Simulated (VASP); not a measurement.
Input of a VASP 6.6.1 run:

INCAR

```
SYSTEM = InSb
PREC = Accurate
ENCUT = 520
EDIFF = 1E-7
ISMEAR = -1
SIGMA = 0.03
LREAL = .False.
LASPH = .True.
NELM = 80
ALGO = Normal
ISIF = 2
LWAVE = .False.
LCHARG = .False.
GGA = PE
NBANDS = 16
```

Contents of KPOINTS:

```
regular mesh
0
Gamma
  10 10 10
  0 0 0
```

POSCAR

```
InSb
1.0
    0.0000000000      3.1953230120      3.1953230120
    3.1953230120      0.0000000000      3.1953230120
    3.1953230120      3.1953230120      0.0000000000
In Sb
1 1
Direct
    0.0000000000      0.0000000000      0.0000000000
    0.7500000000      0.7500000000      0.7500000000
```

Potentials or basis: VASP PAW PBE potentials, release 64 (In_d, Sb).

Command:

```sh
$ cat potpaw_PBE.64/In_d/POTCAR potpaw_PBE.64/Sb/POTCAR > POTCAR
$ mpirun -np 1 vasp_std > vasp.out
```

Question: What does it give for the pressure?

Answer: 5.4 GPa.

Caveat: the cell stands under pressure.
